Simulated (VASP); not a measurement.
A run of VASP 6.6.1 is set up as follows.

File INCAR:

```
SYSTEM = Ti2C
PREC = Accurate
ENCUT = 520
EDIFF = 1E-7
ISMEAR = 0
SIGMA = 0.15
LREAL = .False.
LASPH = .True.
NELM = 60
ALGO = Normal
ISIF = 2
LWAVE = .False.
LCHARG = .True.
GGA = PS
LELF = .True.
LVHAR = .True.
NBANDS = 21
```

KPOINTS

```
regular mesh
0
Gamma
  18 18 18
  0 0 0
```

The input POSCAR:

```
Ti2C
1.0
    1.5645636853      0.9033012649      4.7727429345
   -1.5645636853      0.9033012649      4.7727429345
    0.0000000000     -1.8066025297      4.7727429345
Ti C
2 1
Direct
    0.2458180109      0.2458180109      0.2458180109
    0.7541819891      0.7541819891      0.7541819891
    0.5000000000      0.5000000000      0.5000000000
```

Potentials or basis: VASP PAW PBE potentials, release 64 (Ti_sv, C).

The run is started by

```sh
$ cat potpaw_PBE.64/Ti_sv/POTCAR potpaw_PBE.64/C/POTCAR > POTCAR
$ mpirun -np 1 vasp_std > vasp.out
```

(1) Predict the pressure.

(2) What does it give for the band gap on the k mesh?

(3) Predict the largest force.

## Answers

(1) -8.7 GPa.

(2) zero (bands 14 and 15 overlap by 0.97 eV).

(3) 0.374 eV/Å.

Caveat: the cell differs from its parent crystal (strain +0.025 along x and y, +0.000 along z); the cell stands under tension; the PAW data sets were made with another functional, which shifts forces and pressure a little.
